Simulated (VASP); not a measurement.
# Sb (P6_3/mmc) in VASP: notebook

Sb is run at these levels: r2SCAN; tasks: single point.

Everything below comes from runs of VASP 6.6.1. Logs are shortened: lines on timing, memory, paths and dates and some standing lists are left out, and cuts for length are marked.

## 1. The cell of the first run

Symmetry: P6_3/mmc, No. 194, hexagonal system. The conventional cell has a = 3.361 Å, b = 3.361 Å, c = 11.533 Å, α = 90.00°, β = 90.00°, γ = 120.00°. Within 4.4 Å of Sb (site symmetry -3m) lie 12 Sb at 3.36 to 3.48 Å. Sb (site symmetry -6m2) has 12 Sb at 3.36 to 3.48 Å within 4.4 Å.

This isn't the form of Sb at room conditions, which is rhombohedral.

## 2. Single point, r2SCAN (28.21 Å³/atom)

POSCAR

```
Sb
1.0
    3.3610417741      0.0000000000      0.0000000000
   -1.6805208870      2.9107475595      0.0000000000
    0.0000000000      0.0000000000     11.5328418636
Sb
4
Direct
    0.0000000000      1.0000000000      1.0000000000
    0.0000000000      1.0000000000      0.5000000000
    0.3333333333      0.6666666667      0.2500000000
    0.6666666667      0.3333333333      0.7500000000
```

INCAR.step1

```
SYSTEM = Sb
PREC = Accurate ; ENCUT = 520
ISMEAR = -1 ; SIGMA = 0.1
LREAL = .FALSE. ; LASPH = .TRUE.
NELM = 100 ; NBANDS = 18
GGA = PE ; ALGO = Normal
EDIFF = 1E-4 ; LWAVE = .TRUE.
LCHARG = .FALSE.
```

INCAR.step2

```
SYSTEM = Sb
PREC = Accurate ; ENCUT = 520
EDIFF = 1E-7 ; ISMEAR = -1
SIGMA = 0.1 ; LREAL = .FALSE.
LASPH = .TRUE. ; NELM = 100
ALGO = Normal ; ISIF = 2
LWAVE = .FALSE. ; LCHARG = .FALSE.
METAGGA = R2SCAN ; LMIXTAU = .TRUE.
NBANDS = 18 ; ISTART = 1
```

KPOINTS

```
regular mesh
0
G
  12 12 3
  0 0 0
```

Potentials or basis: VASP PAW PBE potentials, release 64 (Sb).

Started as:

```console
> cat potpaw_PBE.64/Sb/POTCAR > POTCAR
> cp INCAR.step1 INCAR
> mpirun -np 1 vasp_std > vasp.out
> cp INCAR.step2 INCAR
> mpirun -np 1 vasp_std > vasp.out
```

OUTCAR:

```text
SYSTEM = Sb
   PREC = Accurate
   ENCUT = 520
   EDIFF = 1E-7
   ISMEAR = -1
   LREAL = .FALSE.
   LASPH = .TRUE.
   NELM = 100
   ISIF = 2
   METAGGA = R2SCAN
   ISTART = 1

 ion  position               nearest neighbor table
   1  0.000  0.000  0.000-   3 3.48   4 3.48   3 3.48   4 3.48   4 3.48   3 3.48
   2  0.000  0.000  0.500-   3 3.48   4 3.48   3 3.48   4 3.48   4 3.48   3 3.48
   3  0.333  0.667  0.250-   1 3.48   2 3.48   1 3.48   2 3.48   1 3.48   2 3.48
   4  0.667  0.333  0.750-   1 3.48   2 3.48   1 3.48   2 3.48   1 3.48   2 3.48

  LATTYP: Found a hexagonal cell.
 ALAT       =     3.3610417741
 C/A-ratio  =     3.4313295218

  Lattice vectors:

 A1 = (   3.3610417741,   0.0000000000,   0.0000000000)
 A2 = (  -1.6805208870,   2.9107475595,   0.0000000000)
 A3 = (   0.0000000000,   0.0000000000,  11.5328418636)

Analysis of symmetry for initial positions (statically):
=====================================================================
 Subroutine PRICEL returns:
 Original cell was already a primitive cell.

 Routine SETGRP: Setting up the symmetry group for a
 hexagonal supercell.

 Subroutine GETGRP returns: Found 24 space group operations
 (whereof 12 operations were pure point group operations)
 out of a pool of 24 trial point group operations.

The static configuration has the point symmetry D_3d.
 The point group associated with its full space group is D_6h.

Analysis of symmetry for dynamics (positions and initial velocities):
=====================================================================
 Subroutine PRICEL returns:
 Original cell was already a primitive cell.

 Routine SETGRP: Setting up the symmetry group for a
 hexagonal supercell.

 Subroutine GETGRP returns: Found 24 space group operations
 (whereof 12 operations were pure point group operations)
 out of a pool of 24 trial point group operations.

The dynamic configuration has the point symmetry D_3d.
 The point group associated with its full space group is D_6h.

 Subroutine INISYM returns: Found 24 space group operations
 (whereof 12 operations are pure point group operations),
 and found     1 'primitive' translations

----------------------------------------------------------------------------------------

                                     Primitive cell

  volume of cell :     112.8275

  direct lattice vectors                    reciprocal lattice vectors
     3.361041774  0.000000000  0.000000000     0.297526799  0.171777177  0.000000000
    -1.680520887  2.910747559  0.000000000     0.000000000  0.343554355  0.000000000
     0.000000000  0.000000000 11.532841864     0.000000000  0.000000000  0.086708897

  length of vectors
     3.361041774  3.361041774 11.532841864     0.343554355  0.343554355  0.086708897

  position of ions in fractional coordinates (direct lattice)
     0.000000000  0.000000000  0.000000000
     0.000000000  0.000000000  0.500000000
     0.333333333  0.666666667  0.250000000
     0.666666667  0.333333333  0.750000000

  ion indices of the primitive-cell ions
   primitive index   ion index
                 1           1
                 2           2
                 3           3
                 4           4

----------------------------------------------------------------------------------------

 KPOINTS: regular mesh

Automatic generation of k-mesh.
 Grid dimensions read from file:
 generate k-points for:   12   12    3

 Generating k-lattice:

  Cartesian coordinates                     Fractional coordinates (reciprocal lattice)
     0.024793900  0.014314765  0.000000000     0.083333333  0.000000000  0.000000000
     0.000000000  0.028629530  0.000000000     0.000000000  0.083333333  0.000000000
     0.000000000  0.000000000  0.028902966     0.000000000  0.000000000  0.333333333

  Length of vectors
     0.028629530  0.028629530  0.028902966

  Shift w.r.t. Gamma in fractional coordinates (k-lattice)
     0.000000000  0.000000000  0.000000000

 Subroutine IBZKPT returns following result:
 ===========================================

 Found     38 irreducible k-points:

 Following reciprocal coordinates:
            Coordinates               Weight
  0.000000  0.000000  0.000000      1.000000
  0.083333  0.000000  0.000000      6.000000
  0.166667  0.000000  0.000000      6.000000
  0.250000  0.000000  0.000000      6.000000
  0.333333  0.000000  0.000000      6.000000
  0.416667  0.000000  0.000000      6.000000
[... 16 lines left out ...]
  0.250000  0.000000  0.333333     12.000000
  0.333333  0.000000  0.333333     12.000000
 [... further k-points ...]
   k-points           NKPTS =     38   k-points in BZ     NKDIM =     38   number of bands    NBANDS=     18
   number of dos      NEDOS =    301   number of ions     NIONS =      4
   total plane-waves  NPLWV =  70560
   dimension x,y,z NGX =    28 NGY =   28 NGZ =   90
   dimension x,y,z NGXF=    56 NGYF=   56 NGZF=  180
   ions per type =               4
[... 106 lines left out ...]
      2      -3.0949      2.00000
      3      -3.0822      2.00000
      4      -1.0432      2.00000
      5       3.1459      2.00000
      6       6.1837      2.00000
[... 10 lines left out ...]
     17      14.1953      0.00000
     18      14.8694      0.00000

 k-point     5 :       0.3333    0.0000    0.0000
  band No.  band energies     occupation
      1      -3.3238      2.00000
      2      -2.2623      2.00000
      3      -2.2538      2.00000
      4      -0.3914      2.00000
      5       3.9297      2.00000
      6       4.2483      2.00000
[... 10 lines left out ...]
     17      13.5080      0.00000
     18      14.2484      0.00000

 k-point     6 :       0.4167    0.0000    0.0000
  band No.  band energies     occupation
      1      -2.2907      2.00000
      2      -1.3576      2.00000
      3      -1.3347      2.00000
      4      -0.0099      2.00000
      5       2.8488      2.00000
      6       3.1904      2.00000
[... 10 lines left out ...]
     17      13.1077      0.00000
     18      13.5187      0.00000

 k-point     7 :       0.5000    0.0000    0.0000
  band No.  band energies     occupation
      1      -1.5164      2.00000
      2      -1.0199      2.00000
      3      -0.8029      2.00000
      4      -0.1152      2.00000
      5       2.1973      2.00000
      6       2.4409      2.00000
[... 10 lines left out ...]
     17      12.9753      0.00000
     18      13.1439      0.00000

 k-point     8 :       0.0833    0.0833    0.0000
  band No.  band energies     occupation
      1      -4.9561      2.00000
      2      -3.8430      2.00000
      3      -3.8293      2.00000
      4      -1.7073      2.00000
      5       2.3750      2.00000
      6       6.7717      1.99996
[... 10 lines left out ...]
     17      16.2923      0.00000
     18      16.7150      0.00000
[... 229 lines left out ...]
     17      14.1163      0.00000
     18      14.1163      0.00000

 k-point    20 :       0.0000    0.0000    0.3333
  band No.  band energies     occupation
      1      -5.2154      2.00000
      2      -4.8355      2.00000
      3      -3.4014      2.00000
      4      -2.5254      2.00000
      5       2.7143      2.00000
      6       4.3876      2.00000
[... 10 lines left out ...]
     17      16.7874      0.00000
     18      16.9413      0.00000

 k-point    21 :       0.0833    0.0000    0.3333
  band No.  band energies     occupation
      1      -5.0863      2.00000
      2      -4.7070      2.00000
      3      -3.2762      2.00000
      4      -2.4042      2.00000
      5       2.8414      2.00000
      6       4.5034      2.00000
[... 10 lines left out ...]
     17      16.4703      0.00000
     18      16.6076      0.00000

 k-point    22 :       0.1667    0.0000    0.3333
  band No.  band energies     occupation
      1      -4.7007      2.00000
      2      -4.3233      2.00000
      3      -2.9041      2.00000
      4      -2.0454      2.00000
      5       3.2155      2.00000
      6       4.8326      2.00000
[... 10 lines left out ...]
     17      15.1944      0.00000
     18      15.3348      0.00000

 k-point    23 :       0.2500    0.0000    0.3333
  band No.  band energies     occupation
      1      -4.0656      2.00000
      2      -3.6926      2.00000
      3      -2.2999      2.00000
      4      -1.4711      2.00000
      5       3.7955      2.00000
      6       5.2200      2.00000
[... 10 lines left out ...]
     17      14.2371      0.00000
     18      14.4328      0.00000

 k-point    24 :       0.3333    0.0000    0.3333
  band No.  band energies     occupation
      1      -3.2014      2.00000
      2      -2.8392      2.00000
      3      -1.5130      2.00000
      4      -0.7593      2.00000
      5       4.0039      2.00000
      6       4.3801      2.00000
[... 10 lines left out ...]
     17      13.5864      0.00000
     18      13.8823      0.00000

 [... further k-points ...]

------------------------ aborting loop because EDIFF is reached ----------------------------------------

  FORCE on cell =-STRESS in cart. coord.  units (eV):
  Direction    XX          YY          ZZ          XY          YZ          ZX
  --------------------------------------------------------------------------------------
  -------------------------------------------------------------------------------------
  Total       -1.3650274     -1.3650274     -1.6444810     -0.0000000      0.0000000      0.0000000
  in kB      -19.3837212    -19.3837212    -23.3520311     -0.0000000      0.0000000      0.0000000
  external PRESSURE =     -20.7064912 kB  Pullay stress =       0.0000000 kB

 VOLUME and BASIS-vectors are now :
 -----------------------------------------------------------------------------
  energy-cutoff  :      520.00
  volume of cell :      112.83
      direct lattice vectors                 reciprocal lattice vectors
     3.361041774  0.000000000  0.000000000     0.297526799  0.171777177  0.000000000
    -1.680520887  2.910747559  0.000000000     0.000000000  0.343554355  0.000000000
     0.000000000  0.000000000 11.532841864     0.000000000  0.000000000  0.086708897

 POSITION                                       TOTAL-FORCE (eV/Angst)
 -----------------------------------------------------------------------------------
      0.00000      0.00000      0.00000        -0.000000      0.000000     -0.000000
      0.00000      0.00000      5.76642        -0.000000      0.000000     -0.000000
     -0.00000      1.94050      2.88321        -0.000000     -0.000000      0.000000
      1.68052      0.97025      8.64963         0.000000      0.000000      0.000000
 -----------------------------------------------------------------------------------
    total drift:                                0.000000     -0.000000      0.000000

  FREE ENERGIE OF THE ION-ELECTRON SYSTEM (eV)
  ---------------------------------------------------
  free  energy   TOTEN  =      -101.0883049884 eV

  energy  without entropy=     -101.0102940441  energy(sigma->0) =     -101.04929952
```

It took 4.4 min on 1 thread of Intel Xeon 6975P-C (Granite Rapids), shared host; peak memory 0.3 GiB.

Results:

* Free energy: -101.0883 eV
* Pressure: -2.1 GPa
* Band gap on the k mesh: zero (bands 10 and 11 overlap by 6.91 eV)

Levels at points of the mesh, in eV from the Fermi level:
| k point | band 8 | band 9 | band 10 | band 11 | band 12 | band 13 |
| --- | --- | --- | --- | --- | --- | --- |
| (0.00, 0.00, 0.00) | 4.12 | 4.12 | 4.57 | 4.76 | 4.76 | 4.80 |
| (0.50, 0.00, 0.00) | -3.79 | -1.75 | -0.91 | 0.76 | 1.46 | 1.85 |

Caveat: the PAW data sets were made with another functional, which shifts forces and pressure a little; spin-orbit coupling is left out, which moves the levels of the heavy elements.

## 3. Single point, r2SCAN (29.29 Å³/atom)

This run uses another cell than the first one, of 29.29 Å³/atom.

POSCAR

```
Sb
1.0
    3.4035911236      0.0000000000      0.0000000000
   -1.7017955618      2.9475963772      0.0000000000
    0.0000000000      0.0000000000     11.6788427029
Sb
4
Direct
    0.0000000000      1.0000000000      1.0000000000
    0.0000000000      1.0000000000      0.5000000000
    0.3333333333      0.6666666667      0.2500000000
    0.6666666667      0.3333333333      0.7500000000
```

INCAR.step1

```
  PREC = Accurate
  ENCUT = 520
  ISMEAR = -1
  SIGMA = 0.1
  LREAL = False
  LASPH = True
  NELM = 100
  NBANDS = 18
  GGA = PE
  ALGO = Normal
  EDIFF = 1E-4
  LWAVE = True
  LCHARG = False
```

INCAR.step2

```
  PREC = Accurate
  ENCUT = 520
  EDIFF = 1E-6
  ISMEAR = -1
  SIGMA = 0.1
  LREAL = False
  LASPH = True
  NELM = 100
  ALGO = Normal
  ISIF = 2
  LWAVE = False
  LCHARG = False
  METAGGA = R2SCAN
  LMIXTAU = True
  NBANDS = 18
  ISTART = 1
```

KPOINTS

```
Automatic mesh
0
Gamma
  12 12 3
```

Potentials or basis: VASP PAW PBE potentials, release 64 (Sb).

Started as:

```console
> cat potpaw_PBE.64/Sb/POTCAR > POTCAR
> cp INCAR.step1 INCAR
> mpirun -np 1 vasp_std > vasp.out
> cp INCAR.step2 INCAR
> mpirun -np 1 vasp_std > vasp.out
```

Run time: 4.9 min. Hardware: 1 thread of Intel Xeon 6975P-C (Granite Rapids), shared host; peak memory 0.3 GiB.

The run converged. Its results:

| Item | Value |
| --- | --- |
| Free energy | -101.0064 eV |
| Pressure | -3.9 GPa |
| Band gap on the k mesh | zero (bands 10 and 11 overlap by 6.57 eV) |

Levels at points of the mesh, in eV from the Fermi level:
```csv
k point,band 7,band 8,band 9,band 10,band 11,band 12,band 13,band 14
"(0.00, 0.00, 0.00)",-1.33,3.91,3.91,4.33,4.52,4.52,4.55,4.55
"(0.50, 0.00, 0.00)",-4.06,-3.68,-1.65,-0.85,0.73,1.37,1.77,1.79
```

Caveat: the cell stands under tension; the PAW data sets were made with another functional, which shifts forces and pressure a little; spin-orbit coupling is left out, which moves the levels of the heavy elements.

## 4. Single point, r2SCAN (30.38 Å³/atom)

This run uses another cell than the first one, of 30.38 Å³/atom.

POSCAR

```
Sb
1.0
    3.4451024236      0.0000000000      0.0000000000
   -1.7225512118      2.9835462175      0.0000000000
    0.0000000000      0.0000000000     11.8212816519
Sb
4
Direct
    0.0000000000      1.0000000000      1.0000000000
    0.0000000000      1.0000000000      0.5000000000
    0.3333333333      0.6666666667      0.2500000000
    0.6666666667      0.3333333333      0.7500000000
```

INCAR.step1

```
SYSTEM = Sb
PREC = Accurate
ENCUT = 520
ISMEAR = -1
SIGMA = 0.1
LREAL = .False.
LASPH = .True.
NELM = 60
NBANDS = 18
GGA = PE
ALGO = Normal
EDIFF = 1E-4
LWAVE = .True.
LCHARG = .False.
```

INCAR.step2

```
SYSTEM = Sb
PREC = Accurate
ENCUT = 520
EDIFF = 1E-6
ISMEAR = -1
SIGMA = 0.1
LREAL = .False.
LASPH = .True.
NELM = 60
ALGO = Normal
ISIF = 2
LWAVE = .False.
LCHARG = .True.
METAGGA = R2SCAN
LMIXTAU = .True.
LELF = .True.
LVHAR = .True.
NBANDS = 18
ISTART = 1
```

KPOINTS

```
regular mesh
0
Gamma
  12 12 3
  0 0 0
```

Started as:

```console
> cat potpaw_PBE.64/Sb/POTCAR > POTCAR
> cp INCAR.step1 INCAR
> mpirun -np 1 vasp_std > vasp.out
> cp INCAR.step2 INCAR
> mpirun -np 1 vasp_std > vasp.out
```

It took 4.9 min on 1 thread of Intel Xeon 6975P-C (Granite Rapids), shared host; peak memory 0.3 GiB.

Results (log left out):

- Free energy: -100.8796 eV
- Pressure: -5.4 GPa
- Band gap on the k mesh: zero (bands 10 and 11 overlap by 6.26 eV)

Stress tensor (GPa, compression positive):
```
-5.47  0.00  0.00
 0.00 -5.47  0.00
 0.00  0.00 -5.25
```

Levels at points of the mesh, in eV from the Fermi level:
```tsv
k point	band 7	band 8	band 9	band 10	band 11	band 12	band 13	band 14
(0.00, 0.00, 0.00)	-1.31	3.72	3.72	4.10	4.29	4.29	4.32	4.32
(0.50, 0.00, 0.00)	-3.94	-3.57	-1.57	-0.80	0.70	1.28	1.69	1.71
```

Caveat: the cell stands under tension; the PAW data sets were made with another functional, which shifts forces and pressure a little; spin-orbit coupling is left out, which moves the levels of the heavy elements.

## 5. Single point, r2SCAN

This run uses another cell than the first one, of 27.12 Å³/atom.

POSCAR

```
Sb
1.0
    3.3173869397      0.0000000000      0.0000000000
   -1.6586934699      2.8729413640      0.0000000000
    0.0000000000      0.0000000000     11.3830477417
Sb
4
Direct
    0.0000000000      1.0000000000      1.0000000000
    0.0000000000      1.0000000000      0.5000000000
    0.3333333333      0.6666666667      0.2500000000
    0.6666666667      0.3333333333      0.7500000000
```

INCAR.step1

```
PREC = Accurate
ENCUT = 520
ISMEAR = -1
SIGMA = 0.1
LREAL = F
LASPH = T
NELM = 60
NBANDS = 18
GGA = PE
ALGO = Normal
EDIFF = 1E-4
LWAVE = T
LCHARG = F
```

INCAR.step2

```
PREC = Accurate
ENCUT = 520
EDIFF = 1E-7
ISMEAR = -1
SIGMA = 0.1
LREAL = F
LASPH = T
NELM = 60
ALGO = Normal
ISIF = 2
LWAVE = F
LCHARG = T
METAGGA = R2SCAN
LMIXTAU = T
LELF = T
LVHAR = T
NBANDS = 18
ISTART = 1
```

KPOINTS

```
Automatic mesh
0
Gamma
  14 14 4
```

Started as:

```console
> cat potpaw_PBE.64/Sb/POTCAR > POTCAR
> cp INCAR.step1 INCAR
> mpirun -np 1 vasp_std > vasp.out
> cp INCAR.step2 INCAR
> mpirun -np 1 vasp_std > vasp.out
```

Run time: 10 min. Hardware: 1 thread of Intel Xeon 6975P-C (Granite Rapids), shared host; peak memory 0.34 GiB.

Results (log left out):

* Free energy: -101.1105 eV
* Pressure: 0.0 GPa
* Band gap on the k mesh: zero (bands 10 and 11 overlap by 7.30 eV)

Stress tensor (GPa, compression positive):
```
 0.11  0.00  0.00
 0.00  0.11  0.00
 0.00  0.00 -0.34
```

Levels at points of the mesh, in eV from the Fermi level:
```tsv
k point	band 7	band 8	band 9	band 10	band 11	band 12	band 13	band 14
(0.00, 0.00, 0.00)	-1.43	4.29	4.29	4.77	4.97	4.97	5.01	5.01
(0.50, 0.00, 0.00)	-4.35	-3.96	-1.90	-1.02	0.73	1.50	1.88	1.91
(0.00, 0.00, 0.50)	2.25	2.25	4.49	4.49	4.49	4.49	5.57	5.57
(0.50, 0.00, 0.50)	-4.81	-4.81	-0.65	-0.65	1.01	1.01	1.04	1.04
```

Caveat: the PAW data sets were made with another functional, which shifts forces and pressure a little; spin-orbit coupling is left out, which moves the levels of the heavy elements.

## 6. Summary

| cell | k mesh | gap on the mesh (eV) | pressure (GPa) |
| --- | --- | --- | --- |
| a = 3.361, b = 3.361, c = 11.533 Å, angles 90.0, 90.0, 120.0°, 4 atoms | 12 × 12 × 3 | none | -2.1 |
| a = 3.404, b = 3.404, c = 11.679 Å, angles 90.0, 90.0, 120.0°, 4 atoms | 12 × 12 × 3 | none | -3.9 |
| a = 3.445, b = 3.445, c = 11.821 Å, angles 90.0, 90.0, 120.0°, 4 atoms | 12 × 12 × 3 | none | -5.4 |
| a = 3.317, b = 3.317, c = 11.383 Å, angles 90.0, 90.0, 120.0°, 4 atoms | 14 × 14 × 4 | none | 0.0 |

Alike in all rows: task single point; level r2SCAN; potentials or basis VASP PAW PBE potentials, release 64 (Sb); no spin polarisation; cutoff (eV) 520; smearing fermi-dirac 0.1 eV.

Caveats: the PAW data sets were made with another functional, which shifts forces and pressure a little; spin-orbit coupling is left out, which moves the levels of the heavy elements; the cell stands under tension (at least some runs).

Absolute energies hang on the potentials; compare differences alone.
